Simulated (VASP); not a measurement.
HfO2: single point with r2SCAN

HfO2:

```
CELL_PARAMETERS angstrom
0.00000 2.52916 2.52916
2.52916 0.00000 2.52916
2.52916 2.52916 0.00000
ATOMIC_POSITIONS crystal
Hf 0.00000 0.00000 0.00000
O 0.25000 0.25000 0.25000
O 0.75000 0.75000 0.75000
```

```yaml
Program: VASP 6.6.1
Task: single point
Functional: r2SCAN
Potentials_or_basis: VASP PAW PBE potentials, release 64 (Hf_pv, O)
Cutoff: 520 eV
k_mesh: 8 × 8 × 8
Occupations: gaussian, width 0.02 eV
Spin: no spin polarisation
```

* Pressure: -3.9 GPa
* Band gap on the k mesh: 4.32 eV, direct

Levels at points of the mesh, in eV from the valence-band top:
```tsv
k point	band 8	band 9	band 10	band 11	band 12	band 13	band 14	band 15
(0.00, 0.00, 0.00)	-5.48	-0.64	-0.64	-0.64	4.42	4.42	6.52	11.09
(0.50, 0.00, 0.00)	-3.08	-2.82	-1.90	-1.90	5.13	5.13	7.56	9.64
(0.50, 0.50, 0.00)	-3.59	-1.56	-1.56	0.00	4.32	6.05	7.24	8.73
```

Run time: 32 s on 1 thread of Intel(R) Xeon(R) 6975P-C (Granite Rapids), with other jobs on the host, peak memory 0.17 GiB.

Caveat: the PAW data sets were made with another functional, which shifts forces and pressure a little; spin-orbit coupling is left out, which moves the levels of the heavy elements. r2SCAN opens gaps a little over a GGA but as a rule still falls short of measured ones.
